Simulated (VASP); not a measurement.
Input of a VASP 6.6.1 run:

The input INCAR:

```
SYSTEM = AlN
ALGO = Normal ; EDIFF = 1E-7
ENCUT = 520 ; GGA = PE
ISIF = 2 ; ISMEAR = 0
LASPH = .TRUE. ; LCHARG = .FALSE.
LREAL = .FALSE. ; LWAVE = .FALSE.
NBANDS = 11 ; NELM = 100
PREC = Accurate ; SIGMA = 0.015
```

File KPOINTS:

```
k-points
0
G
  11 11 11
  0 0 0
```

The input POSCAR:

```
AlN
1.0
    0.0000000000      2.0345180000      2.0345180000
    2.0345180000      0.0000000000      2.0345180000
    2.0345180000      2.0345180000      0.0000000000
Al N
1 1
Direct
    0.5000000000      0.5000000000      0.5000000000
    0.0000000000      0.0000000000      0.0000000000
```

Potentials or basis: VASP PAW PBE potentials, release 64 (Al, N).

Launch:

```console
$ cat potpaw_PBE.64/Al/POTCAR potpaw_PBE.64/N/POTCAR > POTCAR
$ mpirun -np 1 vasp_std > vasp.out
```

(1) Estimate the band gap on the k mesh.

(2) Predict the pressure.

Results:

(1) 4.55 eV, indirect (least direct gap 5.41 eV).

(2) 0.0 GPa.
